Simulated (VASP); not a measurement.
# PbS (Cmcm) in VASP: notebook

PbS is run at these levels: LDA, PBEsol; tasks: single point.

Program: VASP 6.6.1. These are calculated values, not measurements. Logs are shortened: lines on timing, memory, paths and dates and some standing lists are left out, and cuts for length are marked.

## (1) The cell of the first run

The structure is orthorhombic, space group Cmcm (No. 63). Conventional cell: a = 4.036 Å, b = 11.627 Å, c = 4.152 Å, α = 90.00°, β = 90.00°, γ = 90.00°. Pb (site symmetry m2m) has 5 S at 2.61 to 2.90 Å within 3.4 Å. S (site symmetry m2m) has 5 Pb at 2.61 to 2.90 Å within 3.4 Å.

## (2) Single point, LDA (strained)

INCAR

```
PREC = Accurate ; ENCUT = 520
EDIFF = 1E-7 ; ISMEAR = 0
SIGMA = 0.02 ; LREAL = False
LASPH = True ; NELM = 100
ALGO = Normal ; ISIF = 2
LWAVE = False ; LCHARG = False
NBANDS = 28
```

KPOINTS

```
Automatic mesh
0
Gamma
  8 8 6
```

POSCAR

```
PbS
1.0
    2.0181573004     -5.8132954351      0.0000000000
    2.0181573004      5.8132954351      0.0000000000
    0.0000000000      0.0000000000      4.1521823149
Pb S
2 2
Direct
    0.8694366500      0.1305633500      0.7500000000
    0.1305633500      0.8694366500      0.2500000000
    0.6452029100      0.3547970900      0.7500000000
    0.3547970900      0.6452029100      0.2500000000
```

Potentials or basis: VASP PAW LDA potentials, release 64 (Pb_d, S).

The run is started by

```
> cat potpaw_LDA.64/Pb_d/POTCAR potpaw_LDA.64/S/POTCAR > POTCAR
> mpirun -np 1 vasp_std > vasp.out
```

OUTCAR:

```text
PREC = Accurate
   ENCUT = 520
   EDIFF = 1E-7
   ISMEAR = 0
   LREAL = False
   LASPH = True
   NELM = 100
   ISIF = 2

 ion  position               nearest neighbor table
   1  0.869  0.131  0.750-   3 2.61   4 2.90   4 2.90   4 2.90   4 2.90   2 3.68   2 3.68   2 4.01
                             2 4.01   2 4.01   2 4.01
   2  0.131  0.869  0.250-   4 2.61   3 2.90   3 2.90   3 2.90   3 2.90   1 3.68   1 3.68   1 4.01
                             1 4.01   1 4.01   1 4.01
   3  0.645  0.355  0.750-   1 2.61   2 2.90   2 2.90   2 2.90   2 2.90
   4  0.355  0.645  0.250-   2 2.61   1 2.90   1 2.90   1 2.90   1 2.90

  LATTYP: Found a base centered orthorhombic cell.
 ALAT       =     4.0363146008
 B/A-ratio  =     2.8804966956
 C/A-ratio  =     1.0287063139

  Lattice vectors:

 A1 = (   2.0181573004,  -5.8132954351,   0.0000000000)
 A2 = (   2.0181573004,   5.8132954351,   0.0000000000)
 A3 = (   0.0000000000,   0.0000000000,   4.1521823149)

Analysis of symmetry for initial positions (statically):
=====================================================================
 Subroutine PRICEL returns:
 Original cell was already a primitive cell.

 Routine SETGRP: Setting up the symmetry group for a
 base centered orthorhombic supercell.

 Subroutine GETGRP returns: Found  8 space group operations
 (whereof  4 operations were pure point group operations)
 out of a pool of  8 trial point group operations.

The static configuration has the point symmetry C_2h.
 The point group associated with its full space group is D_2h.

Analysis of symmetry for dynamics (positions and initial velocities):
=====================================================================
 Subroutine PRICEL returns:
 Original cell was already a primitive cell.

 Routine SETGRP: Setting up the symmetry group for a
 base centered orthorhombic supercell.

 Subroutine GETGRP returns: Found  8 space group operations
 (whereof  4 operations were pure point group operations)
 out of a pool of  8 trial point group operations.

The dynamic configuration has the point symmetry C_2h.
 The point group associated with its full space group is D_2h.

 Subroutine INISYM returns: Found  8 space group operations
 (whereof  4 operations are pure point group operations),
 and found     1 'primitive' translations

----------------------------------------------------------------------------------------

                                     Primitive cell

  volume of cell :      97.4280

  direct lattice vectors                    reciprocal lattice vectors
     2.018157300 -5.813295435  0.000000000     0.247750758 -0.086009735  0.000000000
     2.018157300  5.813295435  0.000000000     0.247750758  0.086009735  0.000000000
     0.000000000  0.000000000  4.152182315     0.000000000  0.000000000  0.240837209

  length of vectors
     6.153646293  6.153646293  4.152182315     0.262255815  0.262255815  0.240837209

  position of ions in fractional coordinates (direct lattice)
     0.869436650  0.130563350  0.750000000
     0.130563350  0.869436650  0.250000000
     0.645202910  0.354797090  0.750000000
     0.354797090  0.645202910  0.250000000

  ion indices of the primitive-cell ions
   primitive index   ion index
                 1           1
                 2           2
                 3           3
                 4           4

----------------------------------------------------------------------------------------

 KPOINTS: Automatic mesh

Automatic generation of k-mesh.
 Grid dimensions read from file:
 generate k-points for:    8    8    6

 Generating k-lattice:

  Cartesian coordinates                     Fractional coordinates (reciprocal lattice)
     0.030968845 -0.010751217  0.000000000     0.125000000 -0.000000000  0.000000000
     0.030968845  0.010751217  0.000000000    -0.000000000  0.125000000  0.000000000
     0.000000000  0.000000000  0.040139535     0.000000000  0.000000000  0.166666667

  Length of vectors
     0.032781977  0.032781977  0.040139535

  Shift w.r.t. Gamma in fractional coordinates (k-lattice)
     0.000000000  0.000000000  0.000000000

 Subroutine IBZKPT returns following result:
 ===========================================

 Found     84 irreducible k-points:

 Following reciprocal coordinates:
            Coordinates               Weight
  0.000000  0.000000  0.000000      1.000000
  0.125000 -0.000000  0.000000      4.000000
  0.250000 -0.000000  0.000000      4.000000
  0.375000 -0.000000  0.000000      4.000000
  0.500000 -0.000000  0.000000      2.000000
  0.125000  0.125000  0.000000      2.000000
[... 16 lines left out ...]
  0.125000 -0.000000  0.166667      8.000000
  0.250000 -0.000000  0.166667      8.000000
 [... further k-points ...]
   k-points           NKPTS =     84   k-points in BZ     NKDIM =     84   number of bands    NBANDS=     28
   number of dos      NEDOS =    301   number of ions     NIONS =      4
   total plane-waves  NPLWV =  73728
   dimension x,y,z NGX =    48 NGY =   48 NGZ =   32
   dimension x,y,z NGXF=    96 NGYF=   96 NGZF=   64
   ions per type =               2   2
   NGX,Y,Z   is equivalent  to a cutoff of  12.97, 12.97, 12.81 a.u.
   NGXF,Y,Z  is equivalent  to a cutoff of  25.94, 25.94, 25.62 a.u.
 SYSTEM =  unknown system
   PREC   = accura    normal or accurate (medium, high low for compatibility)
   ISTART =      0    job   : 0-new  1-cont  2-samecut
   ICHARG =      2    charge: 1-file 2-atom 10-const
   ISPIN  =      1    spin polarized calculation?
   LNONCOLLINEAR =      F non collinear calculations
   LSORBIT =      F    spin-orbit coupling
   LASPH  =      T    aspherical Exc in radial PAW
   ENCUT  =  520.0 eV  38.22 Ry    6.18 a.u.  11.44 11.44  7.72*2*pi/ulx,y,z
   NELM   =    100;   NELMIN=  2; NELMDL= -5     # of ELM steps
   EDIFF  = 0.1E-06   stopping-criterion for ELM
   LREAL  =      F    real-space projection
   EDIFFG = 0.1E-05   stopping-criterion for IOM
   NSW    =      0    number of steps for IOM
   IBRION =     -1    ionic relax: 0-MD 1-quasi-New 2-CG
   NFREE  =      0    steps in history (QN), initial steepest desc. (CG)
   ISIF   =      2    stress and relaxation
   ISYM   =      2    0-nonsym 1-usesym 2-fastsym
   POTIM  = 0.5000    time-step for ionic-motion
   TEBEG  =    0.0;   TEEND  =   0.0 temperature during run
   PSTRESS=    0.0 pullay stress
   NELECT =      40.0000    total number of electrons
   NUPDOWN=      -1.0000    fix difference up-down
   EMIN   =  10.00;   EMAX   =-10.00  energy-range for DOS
   EFERMI =   0.00;   METHOD = LEGACY
   ISMEAR =     0;   SIGMA  =   0.02  broadening in eV -4-tet -1-fermi 0-gaus
   EFERMI_NEDOS =   21; number of points for ismear=-14 and -15
   IALGO  =     38    algorithm
   IMIX   =      4    mixing-type and parameters
     AMIX     =   0.40;   BMIX     =  1.00
     AMIX_MAG =   1.60;   BMIX_MAG =  1.00
  volume/ion in A,a.u.               =      24.36       164.37
  Fermi-wavevector in a.u.,A,eV,Ry     =   1.216747  2.299318 20.143056  1.480473
  Thomas-Fermi vector in A             =   2.352090
   LORBIT       =      0    0 simple, 1 ext, 2 COOP (PROOUT), +10 PAW based schemes
   GGA     = CA    functional components
   LHFCALC =     F    Hartree Fock is set to
   AEXX    =    0.0000 exact exchange contribution
   IVDW    =     0    specifies the selected vdW correction
   LEPSILON=     F    determine dielectric tensor
   LRPA    =     F    only Hartree local field effects (RPA)
 non-spin polarized calculation
 Gauss-broadening in eV      SIGMA  =   0.02
  energy-cutoff  :      520.00
  volume of cell :       97.43
 maximum number of plane-waves:      2648
 NGX is ok and might be reduce to    48
   NGX = 23   NGY = 23   NGZ = 15

 number of electron      39.9999998 magnetization

 Free energy of the ion-electron system (eV)
  ---------------------------------------------------
  ext. energy  EPLUGINS =         0.00000000
  ---------------------------------------------------
  free energy    TOTEN  =       -19.83239973 eV

  energy without entropy =      -19.83239973  energy(sigma->0) =      -19.83239973

 E-fermi :   5.9607     XC(G=0): -10.3459

 val. band max:        5.8719071473   @ k =   0.5000   0.5000   0.3333
 cond. band min:       6.7263398292   @ k =   0.5000   0.5000   0.0000
 fundamental gap:      0.8544326819
 Fermi energy:         5.9607050936

 k-point     1 :       0.0000    0.0000    0.0000
  band No.  band energies     occupation
      1     -10.7177      2.00000
      2     -10.5426      2.00000
      3     -10.5246      2.00000
      4     -10.5222      2.00000
      5     -10.4805      2.00000
      6     -10.4755      2.00000
[... 20 lines left out ...]
     27      12.1459      0.00000
     28      12.6783      0.00000

 k-point     2 :       0.1250   -0.0000    0.0000
  band No.  band energies     occupation
      1     -10.7028      2.00000
      2     -10.5376      2.00000
      3     -10.5233      2.00000
      4     -10.5114      2.00000
      5     -10.4829      2.00000
      6     -10.4815      2.00000
[... 20 lines left out ...]
     27      12.1675      0.00000
     28      12.9207      0.00000

 k-point     3 :       0.2500   -0.0000    0.0000
  band No.  band energies     occupation
      1     -10.6645      2.00000
      2     -10.5323      2.00000
      3     -10.5231      2.00000
      4     -10.5011      2.00000
      5     -10.4907      2.00000
      6     -10.4801      2.00000
[... 20 lines left out ...]
     27      12.6864      0.00000
     28      13.5044      0.00000

 k-point     4 :       0.3750   -0.0000    0.0000
  band No.  band energies     occupation
      1     -10.6178      2.00000
      2     -10.5444      2.00000
      3     -10.5281      2.00000
      4     -10.5199      2.00000
      5     -10.4874      2.00000
      6     -10.4757      2.00000
[... 20 lines left out ...]
     27      13.6406      0.00000
     28      14.2061      0.00000

 k-point     5 :       0.5000   -0.0000    0.0000
  band No.  band energies     occupation
      1     -10.5807      2.00000
      2     -10.5692      2.00000
      3     -10.5301      2.00000
      4     -10.5290      2.00000
      5     -10.4905      2.00000
      6     -10.4733      2.00000
[... 20 lines left out ...]
     27      13.6436      0.00000
     28      14.7680      0.00000

 k-point     6 :       0.1250    0.1250    0.0000
  band No.  band energies     occupation
      1     -10.6668      2.00000
      2     -10.5302      2.00000
      3     -10.5273      2.00000
      4     -10.4967      2.00000
      5     -10.4929      2.00000
      6     -10.4784      2.00000
[... 463 lines left out ...]
      5     -10.4885      2.00000
      6     -10.4800      2.00000
[... 20 lines left out ...]
     27      12.7928      0.00000
     28      13.2504      0.00000

 k-point    22 :       0.0000    0.0000    0.1667
  band No.  band energies     occupation
      1     -10.6917      2.00000
      2     -10.5450      2.00000
      3     -10.5289      2.00000
      4     -10.5029      2.00000
      5     -10.4904      2.00000
      6     -10.4857      2.00000
[... 20 lines left out ...]
     27      11.9170      0.00000
     28      13.5550      0.00000

 k-point    23 :       0.1250   -0.0000    0.1667
  band No.  band energies     occupation
      1     -10.6820      2.00000
      2     -10.5420      2.00000
      3     -10.5255      2.00000
      4     -10.5000      2.00000
      5     -10.4995      2.00000
      6     -10.4833      2.00000
[... 20 lines left out ...]
     27      12.8939      0.00000
     28      13.7607      0.00000

 k-point    24 :       0.2500   -0.0000    0.1667
  band No.  band energies     occupation
      1     -10.6589      2.00000
      2     -10.5523      2.00000
      3     -10.5261      2.00000
      4     -10.5058      2.00000
      5     -10.4984      2.00000
      6     -10.4667      2.00000
[... 20 lines left out ...]
     27      13.2895      0.00000
     28      13.7210      0.00000

 [... further k-points ...]

------------------------ aborting loop because EDIFF is reached ----------------------------------------

  FORCE on cell =-STRESS in cart. coord.  units (eV):
  Direction    XX          YY          ZZ          XY          YZ          ZX
  --------------------------------------------------------------------------------------
  -------------------------------------------------------------------------------------
  Total        1.1048230      1.2945029      0.9052551      0.0000000     -0.0000000      0.0000000
  in kB       18.1685160     21.2877513     14.8866759      0.0000000     -0.0000000      0.0000000
  external PRESSURE =      18.1143144 kB  Pullay stress =       0.0000000 kB

 VOLUME and BASIS-vectors are now :
 -----------------------------------------------------------------------------
  energy-cutoff  :      520.00
  volume of cell :       97.43
      direct lattice vectors                 reciprocal lattice vectors
     2.018157300 -5.813295435  0.000000000     0.247750758 -0.086009735  0.000000000
     2.018157300  5.813295435  0.000000000     0.247750758  0.086009735  0.000000000
     0.000000000  0.000000000  4.152182315     0.000000000  0.000000000  0.240837209

 POSITION                                       TOTAL-FORCE (eV/Angst)
 -----------------------------------------------------------------------------------
      2.01816     -4.29529      3.11414         0.000000     -0.499437     -0.000000
      2.01816      4.29529      1.03805         0.000000      0.499437     -0.000000
      2.01816     -1.68821      3.11414         0.000000      0.333891      0.000000
      2.01816      1.68821      1.03805         0.000000     -0.333891      0.000000
 -----------------------------------------------------------------------------------
    total drift:                               -0.000000     -0.000000      0.000000

  FREE ENERGIE OF THE ION-ELECTRON SYSTEM (eV)
  ---------------------------------------------------
  free  energy   TOTEN  =       -19.8323997267 eV

  energy  without entropy=      -19.8323997267  energy(sigma->0) =      -19.83239973
```

Run time: 6.4 min. Hardware: 1 thread of Intel Xeon 8259CL, shared host; peak memory 0.34 GiB.

What came out:

* Free energy: -19.8324 eV
* Pressure: 1.8 GPa
* Largest force: 0.499 eV/Å
* Band gap on the k mesh: 0.85 eV (least direct gap 1.14 eV)

Forces on the atoms (eV/Å):
```
Pb   0.000 -0.499  0.000
Pb   0.000  0.499  0.000
S    0.000  0.334  0.000
S    0.000 -0.334  0.000
```

Levels at points of the mesh, in eV from the valence-band top:
```
           k point  band 16  band 17  band 18  band 19  band 20  band 21  band 22  band 23  band 24  band 25
(0.00, 0.00, 0.00)    -3.53    -2.89    -2.08    -1.87    -0.67     4.30     4.72     4.90     5.77     5.96
(0.50, 0.00, 0.00)    -2.47    -1.69    -1.50    -0.53    -0.39     1.61     1.62     1.97     2.96     3.02
(0.50, 0.50, 0.00)    -3.16    -2.32    -2.21    -1.68    -0.65     0.85     4.36     4.46     4.90     5.69
(0.00, 0.00, 0.50)    -3.29    -1.42    -1.42    -0.15    -0.15     1.58     1.58     2.53     2.53     5.12
(0.50, 0.00, 0.50)    -5.04    -3.74    -3.74    -1.76    -1.76     3.26     3.26     5.35     5.35     6.39
(0.50, 0.50, 0.50)    -1.55    -1.52    -1.52    -0.66    -0.66     1.74     1.74     3.04     3.04     3.25
```

Caveat: the cell differs from its parent crystal (strained); spin-orbit coupling is left out, which moves the levels of the heavy elements. A k mesh can miss the band edges.

## (3) Single point, PBEsol

This run uses another cell than the first one, of 25.16 Å³/atom.

INCAR

```
PREC = Accurate ; ENCUT = 520
EDIFF = 1E-6 ; ISMEAR = 0
SIGMA = 0.02 ; LREAL = F
LASPH = T ; NELM = 60
ALGO = Normal ; ISIF = 2
LWAVE = F ; LCHARG = F
GGA = PS ; NBANDS = 28
```

KPOINTS is that of step 2.

POSCAR

```
PbS
1.0
    2.0488816281     -5.7977959626      0.0000000000
    2.0488816281      5.7977959626      0.0000000000
    0.0000000000      0.0000000000      4.2352843517
Pb S
2 2
Direct
    0.8729188856      0.1270811144      0.7500000000
    0.1270811144      0.8729188856      0.2500000000
    0.6410276104      0.3589723896      0.7500000000
    0.3589723896      0.6410276104      0.2500000000
```

Potentials or basis: VASP PAW PBE potentials, release 64 (Pb_d, S).

The run is started by

```
> cat potpaw_PBE.64/Pb_d/POTCAR potpaw_PBE.64/S/POTCAR > POTCAR
> mpirun -np 1 vasp_std > vasp.out
```

It took 5.5 min on 1 thread of Intel Xeon 8259CL, shared host; peak memory 0.39 GiB.

The run converged. Its results:

```yaml
Free_energy: -18.7809 eV
Pressure: 0.0 GPa
Band_gap_on_the_k_mesh: 1.09 eV (least direct gap 1.16 eV)
```

Forces on the atoms (eV/Å):
```
Pb   0.000  0.002  0.000
Pb   0.000 -0.002  0.000
S    0.000  0.003  0.000
S    0.000 -0.003  0.000
```

Levels at points of the mesh, in eV from the valence-band top:
```tsv
k point	band 17	band 18	band 19	band 20	band 21	band 22	band 23	band 24
(0.00, 0.00, 0.00)	-2.50	-1.91	-1.63	-0.64	4.51	4.52	4.93	5.52
(0.50, 0.00, 0.00)	-1.52	-1.27	-0.43	-0.37	1.67	1.69	1.94	2.90
(0.50, 0.50, 0.00)	-2.18	-1.81	-1.44	-0.64	1.09	4.39	4.62	4.68
(0.00, 0.00, 0.50)	-1.22	-1.22	-0.07	-0.07	1.64	1.64	2.63	2.63
(0.50, 0.00, 0.50)	-3.50	-3.50	-1.51	-1.51	3.25	3.25	5.43	5.43
(0.50, 0.50, 0.50)	-1.22	-1.22	-0.58	-0.58	1.62	1.62	3.17	3.17
```

Caveat: the PAW data sets were made with another functional, which shifts forces and pressure a little; spin-orbit coupling is left out, which moves the levels of the heavy elements. A k mesh can miss the band edges.
